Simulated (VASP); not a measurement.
# Pt (Fm-3m) in VASP: a series of runs

The runs below take Pt through relaxation of cell and atoms, single point, with PBE+D3(BJ), PBE, BLYP+D3(BJ).

Everything below comes from runs of VASP 6.6.1. Logs are shortened: lines on timing, memory, paths and dates and some standing lists are left out, and cuts for length are marked.

### 1 The cell of the first run

The structure is cubic, space group Fm-3m (No. 225). Conventional cell: a = 3.922 Å, b = 3.922 Å, c = 3.922 Å, α = 90.00°, β = 90.00°, γ = 90.00°. Within 3.7 Å of Pt (site symmetry m-3m) lie 12 Pt at 2.77 Å.

### 2 Relaxation of cell and atoms, PBE+D3(BJ)

INCAR reads:

```
SYSTEM = Pt
ALGO = Normal
EDIFF = 1E-7
EDIFFG = -0.005
ENCUT = 600
GGA = PE
IBRION = 2
ISIF = 3
ISMEAR = -1
IVDW = 12
LASPH = .TRUE.
LCHARG = .FALSE.
LREAL = .FALSE.
LWAVE = .FALSE.
NELM = 100
NSW = 80
PREC = Accurate
SIGMA = 0.05
```

KPOINTS reads:

```
k-points
0
G
  12 12 12
  0 0 0
```

POSCAR reads:

```
Pt
1.0
    0.0000000000      1.9609000000      1.9609000000
    1.9609000000      0.0000000000      1.9609000000
    1.9609000000      1.9609000000      0.0000000000
Pt
1
Direct
    0.0000000000      0.0000000000      0.0000000000
```

Potentials or basis: VASP PAW PBE potentials, release 64 (Pt).

The run is started by

```bash
$ cat potpaw_PBE.64/Pt/POTCAR > POTCAR
$ mpirun -np 1 vasp_std > vasp.out
```

OUTCAR:

```text
SYSTEM = Pt
   EDIFF = 1E-7
   EDIFFG = -0.005
   ENCUT = 600
   GGA = PE
   IBRION = 2
   ISIF = 3
   ISMEAR = -1
   IVDW = 12
   LASPH = .TRUE.
   LREAL = .FALSE.
   NELM = 100
   NSW = 80
   PREC = Accurate
 IVDW          = 12

 ion  position               nearest neighbor table
   1  0.000  0.000  0.000-

  LATTYP: Found a face centered cubic cell.
 ALAT       =     3.9218000000

  Lattice vectors:

 A1 = (   0.0000000000,   1.9609000000,   1.9609000000)
 A2 = (   1.9609000000,   0.0000000000,   1.9609000000)
 A3 = (   1.9609000000,   1.9609000000,   0.0000000000)

Analysis of symmetry for initial positions (statically):
=====================================================================
 Subroutine PRICEL returns:
 Original cell was already a primitive cell.

 Routine SETGRP: Setting up the symmetry group for a
 face centered cubic supercell.

 Subroutine GETGRP returns: Found 48 space group operations
 (whereof 48 operations were pure point group operations)
 out of a pool of 48 trial point group operations.

The static configuration has the point symmetry O_h .

Analysis of symmetry for dynamics (positions and initial velocities):
=====================================================================
 Subroutine PRICEL returns:
 Original cell was already a primitive cell.

 Routine SETGRP: Setting up the symmetry group for a
 face centered cubic supercell.

 Subroutine GETGRP returns: Found 48 space group operations
 (whereof 48 operations were pure point group operations)
 out of a pool of 48 trial point group operations.

The dynamic configuration has the point symmetry O_h .

 Subroutine INISYM returns: Found 48 space group operations
 (whereof 48 operations are pure point group operations),
 and found     1 'primitive' translations

----------------------------------------------------------------------------------------

                                     Primitive cell

  volume of cell :      15.0798

  direct lattice vectors                    reciprocal lattice vectors
     0.000000000  1.960900000  1.960900000    -0.254984956  0.254984956  0.254984956
     1.960900000  0.000000000  1.960900000     0.254984956 -0.254984956  0.254984956
     1.960900000  1.960900000  0.000000000     0.254984956  0.254984956 -0.254984956

  length of vectors
     2.773131374  2.773131374  2.773131374     0.441646899  0.441646899  0.441646899

  position of ions in fractional coordinates (direct lattice)
     0.000000000  0.000000000  0.000000000

  ion indices of the primitive-cell ions
   primitive index   ion index
                 1           1

----------------------------------------------------------------------------------------

 KPOINTS: k-points

Automatic generation of k-mesh.
 Grid dimensions read from file:
 generate k-points for:   12   12   12

 Generating k-lattice:

  Cartesian coordinates                     Fractional coordinates (reciprocal lattice)
    -0.021248746  0.021248746  0.021248746     0.083333333  0.000000000  0.000000000
     0.021248746 -0.021248746  0.021248746     0.000000000  0.083333333  0.000000000
     0.021248746  0.021248746 -0.021248746     0.000000000  0.000000000  0.083333333

  Length of vectors
     0.036803908  0.036803908  0.036803908

  Shift w.r.t. Gamma in fractional coordinates (k-lattice)
     0.000000000  0.000000000  0.000000000

 Subroutine IBZKPT returns following result:
 ===========================================

 Found     72 irreducible k-points:

 Following reciprocal coordinates:
            Coordinates               Weight
  0.000000  0.000000  0.000000      1.000000
  0.083333  0.000000  0.000000      8.000000
  0.166667  0.000000  0.000000      8.000000
  0.250000  0.000000  0.000000      8.000000
  0.333333  0.000000  0.000000      8.000000
  0.416667  0.000000  0.000000      8.000000
[... 16 lines left out ...]
  0.500000  0.166667  0.000000     24.000000
 -0.416667  0.166667  0.000000     24.000000
 [... further k-points ...]
   k-points           NKPTS =     72   k-points in BZ     NKDIM =     72   number of bands    NBANDS=      9
   number of dos      NEDOS =    301   number of ions     NIONS =      1
   total plane-waves  NPLWV =  13824
   dimension x,y,z NGX =    24 NGY =   24 NGZ =   24
   dimension x,y,z NGXF=    48 NGYF=   48 NGZF=   48
   ions per type =               1
   NGX,Y,Z   is equivalent  to a cutoff of  14.39, 14.39, 14.39 a.u.
   NGXF,Y,Z  is equivalent  to a cutoff of  28.78, 28.78, 28.78 a.u.
 SYSTEM =  Pt
   PREC   = accura    normal or accurate (medium, high low for compatibility)
   ISTART =      0    job   : 0-new  1-cont  2-samecut
   ICHARG =      2    charge: 1-file 2-atom 10-const
   ISPIN  =      1    spin polarized calculation?
   LNONCOLLINEAR =      F non collinear calculations
   LSORBIT =      F    spin-orbit coupling
   LASPH  =      T    aspherical Exc in radial PAW
   ENCUT  =  600.0 eV  44.10 Ry    6.64 a.u.   5.54  5.54  5.54*2*pi/ulx,y,z
   NELM   =    100;   NELMIN=  2; NELMDL= -5     # of ELM steps
   EDIFF  = 0.1E-06   stopping-criterion for ELM
   LREAL  =      F    real-space projection
   EDIFFG = -.5E-02   stopping-criterion for IOM
   NSW    =     80    number of steps for IOM
   IBRION =      2    ionic relax: 0-MD 1-quasi-New 2-CG
   NFREE  =      1    steps in history (QN), initial steepest desc. (CG)
   ISIF   =      3    stress and relaxation
   ISYM   =      2    0-nonsym 1-usesym 2-fastsym
   POTIM  = 0.5000    time-step for ionic-motion
   TEBEG  =    0.0;   TEEND  =   0.0 temperature during run
   PSTRESS=    0.0 pullay stress
   NELECT =      10.0000    total number of electrons
   NUPDOWN=      -1.0000    fix difference up-down
   EMIN   =  10.00;   EMAX   =-10.00  energy-range for DOS
   EFERMI =   0.00;   METHOD = LEGACY
   ISMEAR =    -1;   SIGMA  =   0.05  broadening in eV -4-tet -1-fermi 0-gaus
   EFERMI_NEDOS =   21; number of points for ismear=-14 and -15
   IALGO  =     38    algorithm
   IMIX   =      4    mixing-type and parameters
     AMIX     =   0.40;   BMIX     =  1.00
     AMIX_MAG =   1.60;   BMIX_MAG =  1.00
  volume/ion in A,a.u.               =      15.08       101.76
  Fermi-wavevector in a.u.,A,eV,Ry     =   1.427609  2.697791 27.729605  2.038068
  Thomas-Fermi vector in A             =   2.547760
   LORBIT       =      0    0 simple, 1 ext, 2 COOP (PROOUT), +10 PAW based schemes
   GGA     = PE    functional components
   LHFCALC =     F    Hartree Fock is set to
   AEXX    =    0.0000 exact exchange contribution
   IVDW    =    12    specifies the selected vdW correction
   LEPSILON=     F    determine dielectric tensor
   LRPA    =     F    only Hartree local field effects (RPA)
 conjugate gradient relaxation of ions
 non-spin polarized calculation
  energy-cutoff  :      600.00
  volume of cell :       15.08
 maximum number of plane-waves:       531
 NGX is ok and might be reduce to    24
   NGX = 11   NGY = 11   NGZ = 11

--------------------------------------- Ionic step        1  -------------------------------------------

 number of electron      10.0000000 magnetization

 Free energy of the ion-electron system (eV)
  ---------------------------------------------------
  ext. energy  EPLUGINS =         0.00000000
  ---------------------------------------------------
  free energy    TOTEN  =        -6.09310040 eV

  energy without entropy =       -6.07763807  energy(sigma->0) =       -6.08536923

------------------------ aborting loop because EDIFF is reached ----------------------------------------

 Edisp (eV)   -0.77932

 E8    (eV) :    -0.3574

  FORCE on cell =-STRESS in cart. coord.  units (eV):
  Direction    XX          YY          ZZ          XY          YZ          ZX
  --------------------------------------------------------------------------------------
  -------------------------------------------------------------------------------------
  Total       0.11265     0.11265     0.11265     0.00000     0.00000     0.00000
  in kB      11.96844    11.96844    11.96844     0.00000     0.00000     0.00000
  external pressure =       11.97 kB  Pullay stress =        0.00 kB
[... 59 lines left out ...]
  energy  without entropy=       -6.8550948861  energy(sigma->0) =       -6.86293248

--------------------------------------- Ionic step        3  -------------------------------------------

 number of electron      10.0000000 magnetization

 Free energy of the ion-electron system (eV)
  ---------------------------------------------------
  ext. energy  EPLUGINS =         0.00000000
  ---------------------------------------------------
  free energy    TOTEN  =        -6.09674622 eV

  energy without entropy =       -6.08123091  energy(sigma->0) =       -6.08898857

 E-fermi :  11.2100     XC(G=0): -13.4638

 val. band max:       11.2087526999   @ k =  -0.4167   0.4167   0.1667
 cond. band min:      11.2156272927   @ k =   0.5000   0.4167   0.0833
 fundamental gap:      0.0068745929
 Fermi energy:        11.2100334504

 k-point     1 :       0.0000    0.0000    0.0000
  band No.  band energies     occupation
      1       1.0156      2.00000
      2       7.4311      2.00000
      3       7.4311      2.00000
      4       7.4311      2.00000
      5       9.5732      2.00000
      6       9.5732      2.00000
      7      25.8358      0.00000
      8      30.7794      0.00000
      9      30.7794      0.00000
[... 265 lines left out ...]
 k-point    24 :      -0.4167    0.1667    0.0000
  band No.  band energies     occupation
      1       4.7213      2.00000
      2       6.7944      2.00000
      3       8.0461      2.00000
      4       8.3344      2.00000
      5      10.9013      1.99584
      6      14.2149      0.00000
      7      17.1958      0.00000
      8      25.9836      0.00000
      9      28.0842      0.00000

 [... further k-points ...]

------------------------ aborting loop because EDIFF is reached ----------------------------------------

 Edisp (eV)   -0.77591

 E8    (eV) :    -0.3558

  FORCE on cell =-STRESS in cart. coord.  units (eV):
  Direction    XX          YY          ZZ          XY          YZ          ZX
  --------------------------------------------------------------------------------------
  -------------------------------------------------------------------------------------
  Total       0.00123     0.00123     0.00123     0.00000     0.00000    -0.00000
  in kB       0.13066     0.13066     0.13066     0.00000     0.00000    -0.00000
  external pressure =        0.13 kB  Pullay stress =        0.00 kB
[... 16 lines left out ...]
  FREE ENERGIE OF THE ION-ELECTRON SYSTEM (eV)
  ---------------------------------------------------
  free  energy   TOTEN  =        -6.8726547717 eV

  energy  without entropy=       -6.8571394622  energy(sigma->0) =       -6.86489712

 reached required accuracy - stopping structural energy minimisation
```

Run time: 8.9 s. Hardware: 1 thread of Intel Xeon 6975P-C (Granite Rapids), shared host; peak memory 0.16 GiB.

Results:

| Quantity | Value |
| --- | --- |
| Free energy | -6.8727 eV |
| Relaxed volume | 15.14 Å³/atom |
| Relaxed cell | a = 2.777 Å, b = 2.777 Å, c = 2.777 Å, α = 60.00°, β = 60.00°, γ = 60.00° |
| Space group after relaxing (to 0.05 Å) | Fm-3m (No. 225) |
| Energy gained by relaxing | 0.2 meV/atom |
| Ionic steps | 3 |
| Pressure after relaxing | 0.0 GPa |
| Band gap on the k mesh | zero (band 5 reaches 11.69 eV, above the bottom of band 6 at 9.47 eV) |
| Dispersion energy per atom | -0.776 eV |

Step by step:
```csv
step,energy change (eV),largest force (eV/Å),pressure (GPa),volume (Å³)
1,0.0000,0.0000,1.20,15.08
2,0.0017,0.0000,-3.23,15.33
3,-0.0002,0.0000,0.01,15.14
```

Final structure:
```
Pt
1.0
     0.00000    1.96365    1.96365
     1.96365    0.00000    1.96365
     1.96365    1.96365    0.00000
Pt
1
Cartesian
  0.0000 0.0000 0.0000
```

Caveat: spin-orbit coupling is left out, which moves the levels of the heavy elements; pairwise dispersion overbinds metals, which lowers pressure and volume. Zero-point motion and thermal expansion aren't in these numbers.

### 3 Single point, PBE

INCAR reads:

```
SYSTEM = Pt
  PREC = Accurate
  ENCUT = 520
  EDIFF = 1E-6
  ISMEAR = 0
  SIGMA = 0.015
  LREAL = .FALSE.
  LASPH = .TRUE.
  NELM = 80
  ALGO = Normal
  ISIF = 2
  LWAVE = .FALSE.
  LCHARG = .FALSE.
  GGA = PE
  NBANDS = 11
```

KPOINTS reads:

```
Automatic mesh
0
G
  12 12 12
  0 0 0
```

POSCAR is that of step 2.

Potentials or basis: VASP PAW PBE potentials, release 64 (Pt).

The run is started by

```bash
$ cat potpaw_PBE.64/Pt/POTCAR > POTCAR
$ mpirun -np 1 vasp_std > vasp.out
```

OUTCAR:

```text
SYSTEM = Pt
   PREC = Accurate
   ENCUT = 520
   EDIFF = 1E-6
   ISMEAR = 0
   LREAL = .FALSE.
   LASPH = .TRUE.
   NELM = 80
   ISIF = 2
   GGA = PE

 ion  position               nearest neighbor table
   1  0.000  0.000  0.000-

  LATTYP: Found a face centered cubic cell.
 ALAT       =     3.9218000000

  Lattice vectors:

 A1 = (   0.0000000000,   1.9609000000,   1.9609000000)
 A2 = (   1.9609000000,   0.0000000000,   1.9609000000)
 A3 = (   1.9609000000,   1.9609000000,   0.0000000000)

Analysis of symmetry for initial positions (statically):
[... 507 lines left out ...]
      5      10.9819      2.00000
      6      14.3050      0.00000
      7      17.3056      0.00000
      8      26.0858      0.00000
      9      28.1859      0.00000
     10      29.8221      0.00000
     11      38.1476      0.00000

 [... further k-points ...]
[... 5 lines left out ...]
  --------------------------------------------------------------------------------------
  -------------------------------------------------------------------------------------
  Total        0.9115432      0.9115432      0.9115432      0.0000000      0.0000000      0.0000000
  in kB       96.8481904     96.8481904     96.8481904      0.0000000      0.0000000      0.0000000
  external PRESSURE =      96.8481904 kB  Pullay stress =       0.0000000 kB

 VOLUME and BASIS-vectors are now :
 -----------------------------------------------------------------------------
  energy-cutoff  :      520.00
  volume of cell :       15.08
      direct lattice vectors                 reciprocal lattice vectors
     0.000000000  1.960900000  1.960900000    -0.254984956  0.254984956  0.254984956
     1.960900000  0.000000000  1.960900000     0.254984956 -0.254984956  0.254984956
     1.960900000  1.960900000  0.000000000     0.254984956  0.254984956 -0.254984956

 POSITION                                       TOTAL-FORCE (eV/Angst)
 -----------------------------------------------------------------------------------
      0.00000      0.00000      0.00000        -0.000000     -0.000000     -0.000000
 -----------------------------------------------------------------------------------
    total drift:                               -0.000000      0.000000      0.000000

  FREE ENERGIE OF THE ION-ELECTRON SYSTEM (eV)
  ---------------------------------------------------
  free  energy   TOTEN  =        -6.0830322019 eV

  energy  without entropy=       -6.0822702728  energy(sigma->0) =       -6.08265124
```

It took 4.3 s on 1 thread of Intel Xeon 6975P-C (Granite Rapids), shared host; peak memory 0.15 GiB.

What came out:

```yaml
Free_energy: -6.0830 eV
Pressure: 9.7 GPa
Band_gap_on_the_k_mesh: zero (band 5 reaches 11.78 eV, above the bottom of band 6 at 9.54 eV)
```

Caveat: spin-orbit coupling is left out, which moves the levels of the heavy elements.

(Continued in part 2 of 2.)
